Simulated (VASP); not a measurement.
# Si4Se: single point with PBE

Crystal: Si4Se.

```
CELL_PARAMETERS angstrom
5.13051 0.00000 0.00000
-2.56526 4.44315 0.00000
0.00000 0.00000 4.61517
ATOMIC_POSITIONS crystal
Si 0.83142 0.16858 0.00000
Si 0.83142 0.66283 0.00000
Si 0.33717 0.16858 0.00000
Si 0.33333 0.66667 0.00000
Se 0.00000 0.00000 0.50000
```

```
Program                : VASP 6.6.1
Task                   : single point
Functional             : PBE
Potentials or basis    : VASP PAW PBE potentials, release 64 (Si, Se)
Cutoff                 : 520 eV
k mesh                 : 6 × 6 × 4
Occupations            : gaussian, width 0.1 eV
Spin                   : no spin polarisation
Dipole correction      : no
Further INCAR settings : ALGO = Normal; EDIFF = 1e-06; NBANDS = 19
```

```
Pressure               : 0.2 GPa
Largest force          : 0.011 eV/Å
Band gap on the k mesh : zero (band 11 reaches 6.28 eV, above the bottom of band 12 at 4.84 eV)
```

Forces in eV/Å, atoms in the order of the input:
```
Si   0.010 -0.006  0.000
Si   0.000  0.011  0.000
Si  -0.010 -0.006  0.000
Si   0.000  0.000  0.000
Se   0.000  0.000  0.000
```

Stress tensor (GPa, compression positive):
```
0.21 0.00 0.00
0.00 0.21 0.00
0.00 0.00 0.09
```

Levels at points of the mesh, in eV from the Fermi level:
```tsv
k point	band 9	band 10	band 11	band 12	band 13	band 14
(0.00, 0.00, 0.00)	-4.69	-0.58	-0.58	0.02	1.61	1.61
(0.50, 0.00, 0.00)	-1.82	-0.31	-0.19	0.55	0.77	0.93
(0.00, 0.00, 0.50)	-3.40	-3.40	-2.81	0.96	1.93	2.46
(0.50, 0.00, 0.50)	-1.13	-0.32	-0.06	0.17	1.03	1.37
```

It took 41 s on 1 thread of Intel(R) Xeon(R) Platinum 8375C CPU @ 2.90GHz (Ice Lake), with other jobs on the host, peak memory 0.23 GiB.
